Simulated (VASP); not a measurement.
Here is a VASP 6.6.1 calculation.

The input INCAR:

```
ALGO = Normal ; EDIFF = 1E-6
ENCUT = 500 ; GGA = PS
GGA_COMPAT = False ; ISIF = 2
ISMEAR = 0 ; LASPH = True
LCHARG = True ; LELF = True
LREAL = False ; LVHAR = True
LWAVE = False ; NBANDS = 26
NELM = 120 ; PREC = Accurate
SIGMA = 0.01
```

Contents of KPOINTS:

```
k-points
0
Gamma
  6 6 4
```

The input POSCAR:

```
CdS
1.0
    4.0837903320      0.0000000000      0.0000000000
   -2.0418951660      3.5366661713      0.0000000000
    0.0000000000      0.0000000000      6.6410264451
Cd S
2 2
Direct
    0.3333333333      0.6666666667      0.0001902215
    0.6666666667      0.3333333333      0.5001902215
    0.3333333333      0.6666666667      0.3768097785
    0.6666666667      0.3333333333      0.8768097785
```

Potentials or basis: VASP PAW PBE potentials, release 64 (Cd, S).

Run with:

```sh
$ cat potpaw_PBE.64/Cd/POTCAR potpaw_PBE.64/S/POTCAR > POTCAR
$ mpirun -np 1 vasp_std > vasp.out
```

(1) Estimate the band gap on the k mesh.

(2) What does it give for the pressure?

Answers

(1) 1.16 eV, direct.

(2) 2.4 GPa.

Caveat: the PAW data sets were made with another functional, which shifts forces and pressure a little.
